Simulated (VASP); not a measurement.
# TiO2 (C2/c) in VASP: single point with LDA

Aim: the single point of TiO2 with LDA.

Program: VASP 6.6.1. These are calculated values, not measurements. Logs are shortened: lines on timing, memory, paths and dates and some standing lists are left out, and cuts for length are marked.

## Step 1: The cell of the first run

Symmetry: C2/c, No. 15, monoclinic system. The conventional cell has a = 5.412 Å, b = 5.413 Å, c = 5.472 Å, α = 90.00°, β = 118.77°, γ = 90.00°. Within 2.6 Å of Ti (site symmetry 2) lie 6 O at 1.93 to 2.00 Å. Within 2.6 Å of O (site symmetry 1) lie 3 Ti at 1.93 to 2.00 Å and 2 O at 2.50 Å.

## Step 2: Single point, LDA

Contents of POSCAR:

```
TiO2
1.0
    2.7060340000     -2.7066550000      0.0000000000
    2.7060340000      2.7066550000      0.0000000000
   -2.6335310000      0.0000000000      4.7966370000
Ti O
2 4
Direct
    0.1341100000      0.8658900000      0.2500000000
    0.8658900000      0.1341100000      0.7500000000
    0.3312210000      0.0887550000      0.6671490000
    0.6687790000      0.9112450000      0.3328510000
    0.9112450000      0.6687790000      0.8328510000
    0.0887550000      0.3312210000      0.1671490000
```

Contents of INCAR.step1:

```
PREC = Accurate
ENCUT = 520
EDIFF = 1E-6
ISMEAR = 0
SIGMA = 0.05
LREAL = False
LASPH = True
NELM = 120
ALGO = Normal
ISIF = 2
LWAVE = False
LCHARG = True
LMAXMIX = 4
NBANDS = 33
GGA_COMPAT = False
NEDOS = 2001
LORBIT = 11
```

Contents of KPOINTS.step1:

```
regular mesh
0
Gamma
  8 8 6
```

Contents of INCAR.step2:

```
PREC = Accurate
ENCUT = 520
EDIFF = 1E-6
ISMEAR = -5
SIGMA = 0.05
LREAL = False
LASPH = True
NELM = 120
ALGO = Normal
ISIF = 2
LWAVE = False
LCHARG = False
LMAXMIX = 4
LORBIT = 11
NBANDS = 33
NEDOS = 2001
ICHARG = 11
GGA_COMPAT = False
```

Contents of KPOINTS.step2:

```
regular mesh
0
Gamma
  12 12 9
```

Potentials or basis: VASP PAW LDA potentials, release 64 (Ti_sv, O).

Started as:

```
cat potpaw_LDA.64/Ti_sv/POTCAR potpaw_LDA.64/O/POTCAR > POTCAR
cp INCAR.step1 INCAR
cp KPOINTS.step1 KPOINTS
mpirun -np 1 vasp_std > vasp.out
cp INCAR.step2 INCAR
cp KPOINTS.step2 KPOINTS
mpirun -np 1 vasp_std > vasp.out
```

OUTCAR:

```text
PREC = Accurate
   ENCUT = 520
   EDIFF = 1E-6
   ISMEAR = -5
   LREAL = False
   LASPH = True
   NELM = 120
   ISIF = 2
   LORBIT = 11
   ICHARG = 11

 ion  position               nearest neighbor table
   1  0.134  0.866  0.250-   4 1.93   6 1.93   6 1.98   4 1.98   3 2.00   5 2.00
   2  0.866  0.134  0.750-   5 1.93   3 1.93   5 1.98   3 1.98   6 2.00   4 2.00
   3  0.331  0.089  0.667-   2 1.93   2 1.98   1 2.00
   4  0.669  0.911  0.333-   1 1.93   1 1.98   2 2.00
   5  0.911  0.669  0.833-   2 1.93   2 1.98   1 2.00
   6  0.089  0.331  0.167-   1 1.93   1 1.98   2 2.00

  LATTYP: Found a base centered monoclinic cell.
 ALAT       =     5.4120680000
 B/A-ratio  =     1.0002294871
 C/A-ratio  =     1.0110809974
 COS(beta)  =    -0.4812705001

  Lattice vectors:

 A1 = (   2.7060340000,  -2.7066550000,   0.0000000000)
 A2 = (   2.7060340000,   2.7066550000,   0.0000000000)
 A3 = (  -2.6335310000,   0.0000000000,   4.7966370000)

Analysis of symmetry for initial positions (statically):
=====================================================================
 Subroutine PRICEL returns:
 Original cell was already a primitive cell.

 Routine SETGRP: Setting up the symmetry group for a
 base centered monoclinic supercell.

 Subroutine GETGRP returns: Found  4 space group operations
 (whereof  2 operations were pure point group operations)
 out of a pool of  4 trial point group operations.

The static configuration has the point symmetry S_2 .
 The point group associated with its full space group is C_2h.

Analysis of symmetry for dynamics (positions and initial velocities):
=====================================================================
 Subroutine PRICEL returns:
 Original cell was already a primitive cell.

 Routine SETGRP: Setting up the symmetry group for a
 base centered monoclinic supercell.

 Subroutine GETGRP returns: Found  4 space group operations
 (whereof  2 operations were pure point group operations)
 out of a pool of  4 trial point group operations.

The dynamic configuration has the point symmetry S_2 .
 The point group associated with its full space group is C_2h.

 Subroutine INISYM returns: Found  4 space group operations
 (whereof  2 operations are pure point group operations),
 and found     1 'primitive' translations

----------------------------------------------------------------------------------------

                                     Primitive cell

  volume of cell :      70.2640
[... 112 lines left out ...]
   EMIN   =  10.00;   EMAX   =-10.00  energy-range for DOS
   EFERMI =   0.00;   METHOD = LEGACY
   ISMEAR =    -5;   SIGMA  =   0.05  broadening in eV -4-tet -1-fermi 0-gaus
   EFERMI_NEDOS =   21; number of points for ismear=-14 and -15
   IALGO  =     38    algorithm
   IMIX   =      4    mixing-type and parameters
     AMIX     =   0.40;   BMIX     =  1.00
     AMIX_MAG =   1.60;   BMIX_MAG =  1.00
  volume/ion in A,a.u.               =      11.71        79.03
  Fermi-wavevector in a.u.,A,eV,Ry     =   1.441820  2.724644 28.284385  2.078844
  Thomas-Fermi vector in A             =   2.560409
   LORBIT       =     11    0 simple, 1 ext, 2 COOP (PROOUT), +10 PAW based schemes
   GGA     = CA    functional components
   LHFCALC =     F    Hartree Fock is set to
   AEXX    =    0.0000 exact exchange contribution
   IVDW    =     0    specifies the selected vdW correction
   LEPSILON=     F    determine dielectric tensor
   LRPA    =     F    only Hartree local field effects (RPA)
 non-spin polarized calculation
 Fermi weights with tetrahedron method with Bloechl corrections
  energy-cutoff  :      520.00
  volume of cell :       70.26
 maximum number of plane-waves:      1907

 number of electron      47.9999994 magnetization

 Free energy of the ion-electron system (eV)
  ---------------------------------------------------
  ext. energy  EPLUGINS =         0.00000000
  ---------------------------------------------------
  free energy    TOTEN  =       -58.68390906 eV

  energy without entropy =      -58.68390906  energy(sigma->0) =      -58.68390906

 E-fermi :   2.8521     XC(G=0): -11.1906

 val. band max:        2.8291030287   @ k =  -0.4167   0.4167   0.0000
 cond. band min:       4.7445983143   @ k =   0.0000   0.0000   0.0000
 fundamental gap:      1.9154952856
 Fermi energy:         2.8521498310

 k-point     1 :       0.0000    0.0000    0.0000
  band No.  band energies     occupation
      1     -52.9714      2.00000
      2     -52.9147      2.00000
      3     -29.8086      2.00000
      4     -29.5811      2.00000
      5     -29.5807      2.00000
      6     -29.5166      2.00000
[... 853 lines left out ...]
     32       9.1813      0.00000
     33       9.3395      0.00000

 [... further k-points ...]

------------------------ aborting loop because EDIFF is reached ----------------------------------------

  FORCE on cell =-STRESS in cart. coord.  units (eV):
  Direction    XX          YY          ZZ          XY          YZ          ZX
  --------------------------------------------------------------------------------------
  -------------------------------------------------------------------------------------
  Total       -5.2490875     -5.2645325     -5.1378911      0.0000000      0.0000000     -0.1825674
  in kB     -119.6909728   -120.0431529   -117.1554440      0.0000000      0.0000000     -4.1629460
  external PRESSURE =    -118.9631899 kB  Pullay stress =       0.0000000 kB

 VOLUME and BASIS-vectors are now :
 -----------------------------------------------------------------------------
  energy-cutoff  :      520.00
  volume of cell :       70.26
      direct lattice vectors                 reciprocal lattice vectors
     2.706034000 -2.706655000  0.000000000     0.184772253 -0.184729860  0.101446796
     2.706034000  2.706655000  0.000000000     0.184772253  0.184729860  0.101446796
    -2.633531000  0.000000000  4.796637000     0.000000000  0.000000000  0.208479399

 POSITION                                       TOTAL-FORCE (eV/Angst)
 -----------------------------------------------------------------------------------
      2.04765      1.98068      1.19916        -0.000000      0.067280      0.000000
      0.73089     -1.98068      3.59748        -0.000000     -0.067280      0.000000
     -0.62049     -0.65627      3.20007         0.011061     -0.044231     -0.309627
      3.39903      0.65627      1.59657        -0.011061      0.044231      0.309627
      2.08226     -0.65627      3.99488        -0.011061     -0.044231      0.309627
      0.69628      0.65627      0.80175         0.011061      0.044231     -0.309627
 -----------------------------------------------------------------------------------
    total drift:                                0.000000     -0.000000     -0.000000

  FREE ENERGIE OF THE ION-ELECTRON SYSTEM (eV)
  ---------------------------------------------------
  free  energy   TOTEN  =       -58.6839090632 eV

  energy  without entropy=      -58.6839090632  energy(sigma->0) =      -58.68390906

 total charge

# of ion       s       p       d       tot
------------------------------------------
    1        2.220   6.285   1.741  10.246
    2        2.220   6.285   1.741  10.246
    3        1.559   3.464   0.000   5.022
    4        1.559   3.464   0.000   5.022
    5        1.559   3.464   0.000   5.022
    6        1.559   3.464   0.000   5.022
--------------------------------------------------
tot         10.675  26.425   3.482  40.582
```

Run time: 16 min. Hardware: 1 thread of Intel Xeon 8259CL, shared host; peak memory 0.64 GiB.

Results:

| Property | Result |
| --- | --- |
| Valence electrons inside the program's atomic spheres | Ti 10.25; O 5.02 |
